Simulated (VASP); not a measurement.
Set up this calculation in VASP 6.6.1, as the native input.

```yaml
Task: single point
Functional: PBE
Potentials_or_basis: VASP PAW PBE potentials, release 64 (Rh_pv)
Cutoff: 520 eV
k_mesh: 17 × 17 × 17
Occupations: fermi-dirac, width 0.0612256 eV
Spin: no spin polarisation
Dipole_correction: no
Further_INCAR_settings: ALGO = Normal; EDIFF = 1e-07; NBANDS = 22
```

The structure of Rh lies in POSCAR:

```
Rh
1.0
    0.0000000000      2.7754149789      2.7754149789
    2.7754149789      0.0000000000      2.7754149789
    2.7754149789      2.7754149789      0.0000000000
Rh
2
Direct
    0.0000000000      0.0000000000      0.0000000000
    0.2500000000      0.2500000000      0.2500000000
```

These files were run (other wordings do the same):

INCAR

```
PREC = Accurate
ENCUT = 520
EDIFF = 1E-7
ISMEAR = -1
SIGMA = 0.06122561905347299
LREAL = False
LASPH = True
NELM = 60
ALGO = Normal
ISIF = 2
LWAVE = False
LCHARG = False
GGA = PE
NBANDS = 22
```

KPOINTS

```
regular mesh
0
Gamma
  17 17 17
```

Potentials or basis: VASP PAW PBE potentials, release 64 (Rh_pv).

The run is started by

```console
$ cat potpaw_PBE.64/Rh_pv/POTCAR > POTCAR
$ mpirun -np 1 vasp_std > vasp.out
```

Results of the run:

```json
{
 "Pressure": "-2.4 GPa",
 "Band gap on the k mesh": "zero (band 15 reaches 6.69 eV, above the bottom of band 16 at 5.51 eV)"
}
```

It took 2.1 min on 1 thread of Intel(R) Xeon(R) Platinum 8375C CPU @ 2.90GHz (Ice Lake), with other jobs on the host, peak memory 0.25 GiB.
